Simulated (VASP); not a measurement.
Wanted: the native input for a VASP 6.6.1 run.

| Property | Result |
| --- | --- |
| Task | single point |
| Functional | HSE06 |
| Potentials or basis | VASP PAW PBE potentials, release 64 (Cd, Te) |
| Cutoff | 520 eV |
| k mesh | 4 × 4 × 4 |
| Occupations | gaussian, width 0.01 eV |
| Spin | non-collinear spin, zero start, spin-orbit coupling |
| Starting moments | [[0.0, 0.0, 0.0], [0.0, 0.0, 0.0]] μB |
| Dipole correction | no |
| Grid for exact exchange (PRECFOCK) | Normal |
| Further INCAR settings | ALGO = Normal; EDIFF = 1e-07; NBANDS = 30 |
| Share of exact exchange | 0.25 |
| Screening parameter | 0.2079 1/Å |

CdTe:

```
Cd Te
1.0
     0.00000    3.27990    3.27990
     3.27990    0.00000    3.27990
     3.27990    3.27990    0.00000
Cd Te
1 1
Direct
  0.00000 0.00000 0.00000
  0.25000 0.25000 0.25000
```

One way to write it, as run:

POSCAR

```
CdTe
1.0
    0.0000000000      3.2799012461      3.2799012461
    3.2799012461      0.0000000000      3.2799012461
    3.2799012461      3.2799012461      0.0000000000
Cd Te
1 1
Direct
    0.0000000000      0.0000000000      0.0000000000
    0.2500000000      0.2500000000      0.2500000000
```

INCAR.step1

```
ALGO = Normal
EDIFF = 1E-5
ENCUT = 520
GGA = PE
GGA_COMPAT = F
ISIF = 2
ISMEAR = 0
KPAR = 4
LASPH = T
LCHARG = F
LORBIT = 11
LORBMOM = T
LREAL = F
LSORBIT = T
LWAVE = T
MAGMOM = 0 0 0 0 0 0
NBANDS = 30
NELM = 150
PREC = Accurate
SIGMA = 0.01
```

INCAR.step2

```
ALGO = Normal
EDIFF = 1E-7
ENCUT = 520
GGA = PE
GGA_COMPAT = F
HFSCREEN = 0.2079
ISIF = 2
ISMEAR = 0
ISTART = 1
KPAR = 4
LASPH = T
LCHARG = F
LHFCALC = T
LORBIT = 11
LORBMOM = T
LREAL = F
LSORBIT = T
LWAVE = F
MAGMOM = 0 0 0 0 0 0
NBANDS = 30
NELM = 150
PREC = Accurate
PRECFOCK = Normal
SIGMA = 0.01
```

KPOINTS

```
k-points
0
Gamma
  4 4 4
```

Potentials or basis: VASP PAW PBE potentials, release 64 (Cd, Te).

The run is started by

```console
$ cat potpaw_PBE.64/Cd/POTCAR potpaw_PBE.64/Te/POTCAR > POTCAR
$ cp INCAR.step1 INCAR
$ mpirun -np 4 vasp_ncl > vasp.out
$ cp INCAR.step2 INCAR
$ mpirun -np 4 vasp_ncl > vasp.out
```

Results of the run:

```
Pressure                                              : 0.3 GPa
Net moment                                            : 0.00 μB per cell
Valence electrons inside the program's atomic spheres : Cd 10.30; Te 3.55
```

Caveat: the k points lie up to 0.41 Å⁻¹ apart; the PAW data sets were made with another functional, which shifts forces and pressure a little.

It took 43 min on 4 MPI ranks on AMD EPYC 9755 128-Core Processor, with other jobs on the host, peak memory 0.49 GiB a rank.
